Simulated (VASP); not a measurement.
A run of VASP 6.6.1 is set up as follows.

Contents of INCAR:

```
SYSTEM = Sn3Se
PREC = Accurate
ENCUT = 520
EDIFF = 1E-6
ISMEAR = -1
SIGMA = 0.05
LREAL = .False.
LASPH = .True.
NELM = 100
ALGO = Normal
ISIF = 2
LWAVE = .False.
LCHARG = .True.
GGA = PE
LELF = .True.
LVHAR = .True.
NBANDS = 32
```

File KPOINTS:

```
regular mesh
0
Gamma
  6 6 6
  0 0 0
```

The input POSCAR:

```
Sn3Se
1.0
    4.8042793006      0.0000000000      0.0000000000
    0.0000000000      4.8042793006      0.0000000000
    0.0000000000      0.0000000000      4.8042793006
Sn Se
3 1
Direct
    0.5000000000      0.5000000000      0.0000000000
    0.5000000000      0.0000000000      0.5000000000
    0.0000000000      0.5000000000      0.5000000000
    0.0000000000      0.0000000000      0.0000000000
```

Potentials or basis: VASP PAW PBE potentials, release 64 (Sn_d, Se).

The run is started by

```sh
$ cat potpaw_PBE.64/Sn_d/POTCAR potpaw_PBE.64/Se/POTCAR > POTCAR
$ mpirun -np 1 vasp_std > vasp.out
```

Estimate the band gap on the k mesh.

zero (bands 24 and 25 overlap by 2.16 eV).

What does it give for the pressure?

-1.5 GPa.

Caveat: spin-orbit coupling is left out, which moves the levels of the heavy elements.
